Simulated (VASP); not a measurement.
# NaH (Fm-3m) in VASP: further runs

NaH is run at these levels: PBEsol, PBE, LDA, r2SCAN; tasks: single point.

All numbers are computed with VASP 6.6.1; they aren't measurements. Logs are shortened: lines on timing, memory, paths and dates and some standing lists are left out, and cuts for length are marked.

## Step 1: The cell of the first run

The structure is cubic, space group Fm-3m (No. 225). Conventional cell: a = 4.792 Å, b = 4.792 Å, c = 4.792 Å, α = 90.00°, β = 90.00°, γ = 90.00°. Na (site symmetry m-3m) has 6 H at 2.40 Å within 3.2 Å. H (site symmetry m-3m) has 6 Na at 2.40 Å within 3.2 Å.

## Step 2: Single point, PBEsol

The input, INCAR:

```
ALGO     = Normal         # electronic algorithm
EDIFF    = 1E-6           # SCF threshold, eV
ENCUT    = 520            # plane-wave cutoff, eV
GGA      = PS             # functional
ISIF     = 2              # what is computed and relaxed
ISMEAR   = -1             # smearing method
LASPH    = T              # aspherical terms in the spheres
LCHARG   = F              # write CHGCAR
LREAL    = F              # projectors in reciprocal space
LWAVE    = F              # write WAVECAR
NBANDS   = 11             # bands
NELM     = 60             # most SCF steps
PREC     = Accurate       # precision mode
SIGMA    = 0.02           # smearing width, eV
```

The input, KPOINTS:

```
k-points
0
Gamma
  8 8 8
```

The input, POSCAR:

```
NaH
1.0
    0.0000000000      2.3959547517      2.3959547517
    2.3959547517      0.0000000000      2.3959547517
    2.3959547517      2.3959547517      0.0000000000
Na H
1 1
Direct
    0.0000000000      0.0000000000      0.0000000000
    0.5000000000      0.5000000000      0.5000000000
```

Potentials or basis: VASP PAW PBE potentials, release 64 (Na_pv, H).

Run with:

```sh
> cat potpaw_PBE.64/Na_pv/POTCAR potpaw_PBE.64/H/POTCAR > POTCAR
> mpirun -np 1 vasp_std > vasp.out
```

OUTCAR:

```text
EDIFF = 1E-6
   ENCUT = 520
   GGA = PS
   ISIF = 2
   ISMEAR = -1
   LASPH = T
   LREAL = F
   NELM = 60
   PREC = Accurate

 ion  position               nearest neighbor table
   1  0.000  0.000  0.000-
   2  0.500  0.500  0.500-

  LATTYP: Found a face centered cubic cell.
 ALAT       =     4.7919095034

  Lattice vectors:

 A1 = (   0.0000000000,   2.3959547517,   2.3959547517)
 A2 = (   2.3959547517,   0.0000000000,   2.3959547517)
 A3 = (   2.3959547517,   2.3959547517,   0.0000000000)

Analysis of symmetry for initial positions (statically):
=====================================================================
 Subroutine PRICEL returns:
 Original cell was already a primitive cell.

 Routine SETGRP: Setting up the symmetry group for a
 face centered cubic supercell.

 Subroutine GETGRP returns: Found 48 space group operations
 (whereof 48 operations were pure point group operations)
 out of a pool of 48 trial point group operations.

The static configuration has the point symmetry O_h .

Analysis of symmetry for dynamics (positions and initial velocities):
=====================================================================
 Subroutine PRICEL returns:
 Original cell was already a primitive cell.

 Routine SETGRP: Setting up the symmetry group for a
 face centered cubic supercell.

 Subroutine GETGRP returns: Found 48 space group operations
 (whereof 48 operations were pure point group operations)
 out of a pool of 48 trial point group operations.

The dynamic configuration has the point symmetry O_h .

 Subroutine INISYM returns: Found 48 space group operations
 (whereof 48 operations are pure point group operations),
 and found     1 'primitive' translations

----------------------------------------------------------------------------------------

                                     Primitive cell

  volume of cell :      27.5084

  direct lattice vectors                    reciprocal lattice vectors
     0.000000000  2.395954752  2.395954752    -0.208685076  0.208685076  0.208685076
     2.395954752  0.000000000  2.395954752     0.208685076 -0.208685076  0.208685076
     2.395954752  2.395954752  0.000000000     0.208685076  0.208685076 -0.208685076

  length of vectors
     3.388391705  3.388391705  3.388391705     0.361453155  0.361453155  0.361453155

  position of ions in fractional coordinates (direct lattice)
     0.000000000  0.000000000  0.000000000
     0.500000000  0.500000000  0.500000000

  ion indices of the primitive-cell ions
   primitive index   ion index
                 1           1
                 2           2

----------------------------------------------------------------------------------------

 KPOINTS: k-points

Automatic generation of k-mesh.
 Grid dimensions read from file:
 generate k-points for:    8    8    8

 Generating k-lattice:

  Cartesian coordinates                     Fractional coordinates (reciprocal lattice)
    -0.026085635  0.026085635  0.026085635     0.125000000  0.000000000  0.000000000
     0.026085635 -0.026085635  0.026085635     0.000000000  0.125000000  0.000000000
     0.026085635  0.026085635 -0.026085635     0.000000000  0.000000000  0.125000000

  Length of vectors
     0.045181644  0.045181644  0.045181644

  Shift w.r.t. Gamma in fractional coordinates (k-lattice)
     0.000000000  0.000000000  0.000000000

 Subroutine IBZKPT returns following result:
 ===========================================

 Found     29 irreducible k-points:

 Following reciprocal coordinates:
            Coordinates               Weight
  0.000000  0.000000  0.000000      1.000000
  0.125000  0.000000  0.000000      8.000000
  0.250000  0.000000  0.000000      8.000000
  0.375000  0.000000  0.000000      8.000000
  0.500000  0.000000  0.000000      4.000000
  0.125000  0.125000  0.000000      6.000000
[... 16 lines left out ...]
  0.500000  0.250000  0.125000     48.000000
 -0.375000  0.250000  0.125000     24.000000
 [... further k-points ...]
   k-points           NKPTS =     29   k-points in BZ     NKDIM =     29   number of bands    NBANDS=     11
   number of dos      NEDOS =    301   number of ions     NIONS =      2
   total plane-waves  NPLWV =  21952
   dimension x,y,z NGX =    28 NGY =   28 NGZ =   28
   dimension x,y,z NGXF=    56 NGYF=   56 NGZF=   56
   ions per type =               1   1
   NGX,Y,Z   is equivalent  to a cutoff of  13.74, 13.74, 13.74 a.u.
   NGXF,Y,Z  is equivalent  to a cutoff of  27.48, 27.48, 27.48 a.u.
 SYSTEM =  unknown system
   PREC   = accura    normal or accurate (medium, high low for compatibility)
   ISTART =      0    job   : 0-new  1-cont  2-samecut
   ICHARG =      2    charge: 1-file 2-atom 10-const
   ISPIN  =      1    spin polarized calculation?
   LNONCOLLINEAR =      F non collinear calculations
   LSORBIT =      F    spin-orbit coupling
   LASPH  =      T    aspherical Exc in radial PAW
[... 35 lines left out ...]
  volume of cell :       27.51
 maximum number of plane-waves:       754
 NGX is ok and might be reduce to    28
   NGX = 13   NGY = 13   NGZ = 13

 number of electron       7.9999992 magnetization

 Free energy of the ion-electron system (eV)
  ---------------------------------------------------
  ext. energy  EPLUGINS =         0.00000000
  ---------------------------------------------------
  free energy    TOTEN  =        -5.08592776 eV

  energy without entropy =       -5.08592776  energy(sigma->0) =       -5.08592776

 E-fermi :  -0.5149     XC(G=0):  -7.9768

 val. band max:       -1.0123986713   @ k =  -0.2500   0.5000   0.2500
 cond. band min:       2.5914439081   @ k =   0.5000   0.0000   0.0000
 fundamental gap:      3.6038425795
 Fermi energy:        -0.5149406567

 k-point     1 :       0.0000    0.0000    0.0000
  band No.  band energies     occupation
      1     -22.9685      2.00000
      2     -22.9685      2.00000
      3     -22.9685      2.00000
      4      -4.8094      2.00000
      5       9.6258      0.00000
      6      14.5725      0.00000
      7      14.5725      0.00000
      8      14.5725      0.00000
      9      15.5833      0.00000
     10      15.5833      0.00000
     11      15.5833      0.00000

 k-point     2 :       0.1250    0.0000    0.0000
  band No.  band energies     occupation
      1     -22.9842      2.00000
      2     -22.9704      2.00000
      3     -22.9704      2.00000
      4      -4.5320      2.00000
      5       8.6771      0.00000
      6      11.9498      0.00000
      7      13.7976      0.00000
      8      13.7976      0.00000
      9      16.5188      0.00000
     10      16.5188      0.00000
     11      16.6316      0.00000

 k-point     3 :       0.2500    0.0000    0.0000
  band No.  band energies     occupation
      1     -23.0217      2.00000
      2     -22.9748      2.00000
      3     -22.9748      2.00000
      4      -3.7423      2.00000
      5       6.2157      0.00000
      6      10.5215      0.00000
      7      13.0056      0.00000
      8      13.0056      0.00000
      9      16.4921      0.00000
     10      16.4921      0.00000
     11      17.8871      0.00000

 k-point     4 :       0.3750    0.0000    0.0000
  band No.  band energies     occupation
      1     -23.0586      2.00000
      2     -22.9793      2.00000
      3     -22.9793      2.00000
      4      -2.6275      2.00000
      5       3.7645      0.00000
      6       9.9523      0.00000
      7      12.5290      0.00000
      8      12.5290      0.00000
      9      15.7398      0.00000
     10      15.7398      0.00000
     11      18.2038      0.00000
[... 239 lines left out ...]
 k-point    22 :       0.3750    0.2500    0.1250
  band No.  band energies     occupation
      1     -23.0302      2.00000
      2     -22.9931      2.00000
      3     -22.9808      2.00000
      4      -3.1036      2.00000
      5       5.8624      0.00000
      6       8.1061      0.00000
      7      11.2453      0.00000
      8      14.0842      0.00000
      9      14.5442      0.00000
     10      17.1569      0.00000
     11      19.8190      0.00000

 k-point    23 :       0.5000    0.2500    0.1250
  band No.  band energies     occupation
      1     -23.0494      2.00000
      2     -23.0038      2.00000
      3     -22.9864      2.00000
      4      -2.1143      2.00000
      5       4.2901      0.00000
      6       6.9613      0.00000
      7      10.3647      0.00000
      8      14.0638      0.00000
      9      15.3403      0.00000
     10      17.4161      0.00000
     11      19.6020      0.00000

 k-point    24 :      -0.3750    0.2500    0.1250
  band No.  band energies     occupation
      1     -23.0577      2.00000
      2     -23.0072      2.00000
      3     -22.9895      2.00000
      4      -1.5294      2.00000
      5       3.3836      0.00000
      6       6.7124      0.00000
      7      10.0049      0.00000
      8      14.0029      0.00000
      9      15.2152      0.00000
     10      18.4921      0.00000
     11      20.6388      0.00000

 [... further k-points ...]

------------------------ aborting loop because EDIFF is reached ----------------------------------------

  FORCE on cell =-STRESS in cart. coord.  units (eV):
  Direction    XX          YY          ZZ          XY          YZ          ZX
  --------------------------------------------------------------------------------------
  -------------------------------------------------------------------------------------
  Total       -0.0041814     -0.0041814     -0.0041814      0.0000000      0.0000000     -0.0000000
  in kB       -0.2435377     -0.2435377     -0.2435377      0.0000000      0.0000000     -0.0000000
  external PRESSURE =      -0.2435377 kB  Pullay stress =       0.0000000 kB

 VOLUME and BASIS-vectors are now :
 -----------------------------------------------------------------------------
  energy-cutoff  :      520.00
  volume of cell :       27.51
      direct lattice vectors                 reciprocal lattice vectors
     0.000000000  2.395954752  2.395954752    -0.208685076  0.208685076  0.208685076
     2.395954752  0.000000000  2.395954752     0.208685076 -0.208685076  0.208685076
     2.395954752  2.395954752  0.000000000     0.208685076  0.208685076 -0.208685076

 POSITION                                       TOTAL-FORCE (eV/Angst)
 -----------------------------------------------------------------------------------
      0.00000      0.00000      0.00000        -0.000000      0.000000      0.000000
      2.39595      2.39595      2.39595         0.000000     -0.000000     -0.000000
 -----------------------------------------------------------------------------------
    total drift:                               -0.000000     -0.000000      0.000000

  FREE ENERGIE OF THE ION-ELECTRON SYSTEM (eV)
  ---------------------------------------------------
  free  energy   TOTEN  =        -5.0859277634 eV

  energy  without entropy=       -5.0859277634  energy(sigma->0) =       -5.08592776
```

Wall time 5.9 s (1 thread of Intel Xeon 6975P-C, shared host); peak memory 0.15 GiB.

Results:

- Free energy: -5.0859 eV
- Pressure: 0.0 GPa
- Band gap on the k mesh: 3.60 eV, indirect (least direct gap 4.51 eV)

Levels at points of the mesh, in eV from the valence-band top:
| k point | band 1 | band 2 | band 3 | band 4 | band 5 | band 6 | band 7 | band 8 | band 9 |
| --- | --- | --- | --- | --- | --- | --- | --- | --- | --- |
| (0.00, 0.00, 0.00) | -21.96 | -21.96 | -21.96 | -3.80 | 10.64 | 15.58 | 15.58 | 15.58 | 16.60 |
| (0.50, 0.00, 0.00) | -22.06 | -21.97 | -21.97 | -0.91 | 3.60 | 10.80 | 13.38 | 13.38 | 16.46 |
| (0.50, 0.50, 0.00) | -22.05 | -21.99 | -21.99 | -0.19 | 4.46 | 9.87 | 10.65 | 10.65 | 11.96 |

Caveat: the PAW data sets were made with another functional, which shifts forces and pressure a little. A k mesh can miss the band edges.

## Step 3: Single point, PBE

The input, INCAR:

```
PREC = Accurate ; ENCUT = 520
EDIFF = 1E-6 ; ISMEAR = -1
SIGMA = 0.02 ; LREAL = False
LASPH = True ; NELM = 100
ALGO = Normal ; ISIF = 2
LWAVE = False ; LCHARG = False
GGA = PE ; NBANDS = 11
```

The input, KPOINTS:

```
Automatic mesh
0
Gamma
  10 10 10
```

The input, POSCAR:

```
NaH
1.0
    0.0000000000      2.3975116441      2.3975116441
    2.3975116441      0.0000000000      2.3975116441
    2.3975116441      2.3975116441      0.0000000000
Na H
1 1
Direct
    0.0000000000      0.0000000000      0.0000000000
    0.5000000000      0.5000000000      0.5000000000
```

Potentials or basis: VASP PAW PBE potentials, release 64 (Na_pv, H).

Run with:

```sh
> cat potpaw_PBE.64/Na_pv/POTCAR potpaw_PBE.64/H/POTCAR > POTCAR
> mpirun -np 1 vasp_std > vasp.out
```

Wall time 8.8 s (1 thread of Intel Xeon 6975P-C, shared host); peak memory 0.15 GiB.

It converged, with:

```
Free energy            : -5.0864 eV
Pressure               : 0.5 GPa
Band gap on the k mesh : 3.82 eV, indirect (least direct gap 4.67 eV)
```

Levels at points of the mesh, in eV from the valence-band top:
```csv
k point,band 2,band 3,band 4,band 5,band 6,band 7
"(0.00, 0.00, 0.00)",-22.04,-22.04,-3.67,10.64,15.80,15.80
"(0.50, 0.00, 0.00)",-22.06,-22.06,-0.85,3.82,10.96,13.55
"(0.50, 0.50, 0.00)",-22.08,-22.08,-0.16,4.70,10.14,10.84
```

## Step 4: Single point, LDA

The input, INCAR:

```
  PREC = Accurate
  ENCUT = 520
  EDIFF = 1E-6
  ISMEAR = 0
  SIGMA = 0.01
  LREAL = False
  LASPH = True
  NELM = 60
  ALGO = Normal
  ISIF = 2
  LWAVE = False
  LCHARG = True
  GGA = CA
  LELF = True
  LVHAR = True
  NBANDS = 11
```

KPOINTS is that of step 3.

POSCAR is that of step 3.

Potentials or basis: VASP PAW LDA potentials, release 64 (Na_pv, H).

Run with:

```sh
> cat potpaw_LDA.64/Na_pv/POTCAR potpaw_LDA.64/H/POTCAR > POTCAR
> mpirun -np 1 vasp_std > vasp.out
```

It took 7.9 s on 1 thread of Intel Xeon 6975P-C, shared host; peak memory 0.14 GiB.

Results (log left out):

```yaml
Free_energy: -5.3993 eV
Pressure: -1.7 GPa
Band_gap_on_the_k_mesh: 3.46 eV, indirect (least direct gap 4.37 eV)
```

Levels at points of the mesh, in eV from the valence-band top:
| k point | band 2 | band 3 | band 4 | band 5 | band 6 | band 7 |
| --- | --- | --- | --- | --- | --- | --- |
| (0.00, 0.00, 0.00) | -22.12 | -22.12 | -3.84 | 10.61 | 15.38 | 15.38 |
| (0.50, 0.00, 0.00) | -22.13 | -22.13 | -0.91 | 3.46 | 10.76 | 13.23 |
| (0.50, 0.50, 0.00) | -22.15 | -22.15 | -0.18 | 4.36 | 9.77 | 10.49 |

## Step 5: Single point, r2SCAN

POSCAR is that of step 4.

The input, INCAR.step1:

```
ALGO     = Normal         # electronic algorithm
EDIFF    = 1E-4           # SCF threshold, eV
ENCUT    = 520            # plane-wave cutoff, eV
GGA      = PE             # functional
ISMEAR   = -1             # smearing method
LASPH    = True           # aspherical terms in the spheres
LCHARG   = False          # write CHGCAR
LREAL    = False          # projectors in reciprocal space
LWAVE    = True           # write WAVECAR
NBANDS   = 11             # bands
NELM     = 80             # most SCF steps
PREC     = Accurate       # precision mode
SIGMA    = 0.02           # smearing width, eV
```

The input, INCAR.step2:

```
ALGO     = Normal         # electronic algorithm
EDIFF    = 1E-6           # SCF threshold, eV
ENCUT    = 520            # plane-wave cutoff, eV
ISIF     = 2              # what is computed and relaxed
ISMEAR   = -1             # smearing method
ISTART   = 1            
LASPH    = True           # aspherical terms in the spheres
LCHARG   = True           # write CHGCAR
LELF     = True           # ELF
LMIXTAU  = True         
LREAL    = False          # projectors in reciprocal space
LVHAR    = True         
LWAVE    = False          # write WAVECAR
METAGGA  = R2SCAN         # meta-GGA
NBANDS   = 11             # bands
NELM     = 80             # most SCF steps
PREC     = Accurate       # precision mode
SIGMA    = 0.02           # smearing width, eV
```

The input, KPOINTS:

```
k-points
0
Gamma
  8 8 8
```

Potentials or basis: VASP PAW PBE potentials, release 64 (Na_pv, H).

Run with:

```sh
> cat potpaw_PBE.64/Na_pv/POTCAR potpaw_PBE.64/H/POTCAR > POTCAR
> cp INCAR.step1 INCAR
> mpirun -np 1 vasp_std > vasp.out
> cp INCAR.step2 INCAR
> mpirun -np 1 vasp_std > vasp.out
```

Run time: 31 s. Hardware: 1 thread of Intel Xeon 6975P-C, shared host; peak memory 0.16 GiB.

Results (log left out):

```yaml
Free_energy: -7.6024 eV
Pressure: -0.3 GPa
Band_gap_on_the_k_mesh: 4.41 eV, indirect (least direct gap 5.26 eV)
```

Levels at points of the mesh, in eV from the valence-band top:
| k point | band 1 | band 2 | band 3 | band 4 | band 5 | band 6 | band 7 | band 8 | band 9 |
| --- | --- | --- | --- | --- | --- | --- | --- | --- | --- |
| (0.00, 0.00, 0.00) | -22.86 | -22.86 | -22.86 | -3.62 | 11.66 | 16.53 | 16.53 | 16.53 | 17.51 |
| (0.50, 0.00, 0.00) | -22.95 | -22.87 | -22.87 | -0.84 | 4.41 | 11.86 | 14.06 | 14.06 | 17.85 |
| (0.50, 0.50, 0.00) | -22.94 | -22.89 | -22.89 | -0.17 | 5.24 | 10.80 | 11.54 | 11.54 | 13.30 |

Caveat: the PAW data sets were made with another functional, which shifts forces and pressure a little. A k mesh can miss the band edges.

## Step 6: Single point, r2SCAN

POSCAR is that of step 5.

The input, INCAR.step1:

```
SYSTEM = NaH
  PREC = Accurate
  ENCUT = 520
  ISMEAR = 0
  SIGMA = 0.01
  LREAL = .FALSE.
  LASPH = .TRUE.
  NELM = 80
  NBANDS = 11
  GGA = PE
  ALGO = Normal
  EDIFF = 1E-4
  LWAVE = .TRUE.
  LCHARG = .FALSE.
```

The input, INCAR.step2:

```
SYSTEM = NaH
  PREC = Accurate
  ENCUT = 520
  EDIFF = 1E-6
  ISMEAR = 0
  SIGMA = 0.01
  LREAL = .FALSE.
  LASPH = .TRUE.
  NELM = 80
  ALGO = Normal
  ISIF = 2
  LWAVE = .FALSE.
  LCHARG = .FALSE.
  METAGGA = R2SCAN
  LMIXTAU = .TRUE.
  NBANDS = 11
  ISTART = 1
```

The input, KPOINTS:

```
Automatic mesh
0
G
  10 10 10
  0 0 0
```

Potentials or basis: VASP PAW PBE potentials, release 64 (Na_pv, H).

Run with:

```sh
> cat potpaw_PBE.64/Na_pv/POTCAR potpaw_PBE.64/H/POTCAR > POTCAR
> cp INCAR.step1 INCAR
> mpirun -np 1 vasp_std > vasp.out
> cp INCAR.step2 INCAR
> mpirun -np 1 vasp_std > vasp.out
```

It took 41 s on 1 thread of Intel Xeon 6975P-C, shared host; peak memory 0.16 GiB.

The run converged. Its results:

```yaml
Free_energy: -7.6024 eV
Pressure: -0.3 GPa
Band_gap_on_the_k_mesh: 4.43 eV, indirect (least direct gap 5.26 eV)
```

Levels at points of the mesh, in eV from the valence-band top:
```csv
k point,band 1,band 2,band 3,band 4,band 5,band 6,band 7,band 8,band 9
"(0.00, 0.00, 0.00)",-22.84,-22.84,-22.84,-3.60,11.67,16.55,16.55,16.55,17.53
"(0.50, 0.00, 0.00)",-22.94,-22.85,-22.85,-0.83,4.43,11.87,14.08,14.08,17.87
"(0.50, 0.50, 0.00)",-22.92,-22.87,-22.87,-0.16,5.26,10.81,11.55,11.55,13.32
```

Caveat: the PAW data sets were made with another functional, which shifts forces and pressure a little. r2SCAN opens gaps a little over a GGA but as a rule still falls short of measured ones.

## Step 7: Summary

| level | potentials or basis | cell | k mesh | smearing | gap on the mesh (eV) | pressure (GPa) |
| --- | --- | --- | --- | --- | --- | --- |
| PBEsol | VASP PAW PBE potentials, release 64 (Na_pv, H) | a = 3.388 Å, angles 60.0°, 2 atoms | 8 × 8 × 8 | fermi-dirac 0.02 eV | 3.60 | 0.0 |
| PBE | VASP PAW PBE potentials, release 64 (Na_pv, H) | a = 3.391 Å, angles 60.0°, 2 atoms | 10 × 10 × 10 | fermi-dirac 0.02 eV | 3.82 | 0.5 |
| LDA | VASP PAW LDA potentials, release 64 (Na_pv, H) | a = 3.391 Å, angles 60.0°, 2 atoms | 10 × 10 × 10 | gaussian 0.01 eV | 3.46 | -1.7 |
| r2SCAN | VASP PAW PBE potentials, release 64 (Na_pv, H) | a = 3.391 Å, angles 60.0°, 2 atoms | 8 × 8 × 8 | fermi-dirac 0.02 eV | 4.41 | -0.3 |
| r2SCAN | VASP PAW PBE potentials, release 64 (Na_pv, H) | a = 3.391 Å, angles 60.0°, 2 atoms | 10 × 10 × 10 | gaussian 0.01 eV | 4.43 | -0.3 |

Alike in all rows: task single point; no spin polarisation; cutoff (eV) 520.

Caveats: the PAW data sets were made with another functional, which shifts forces and pressure a little (some runs).

Absolute energies hang on the potentials; compare differences alone.
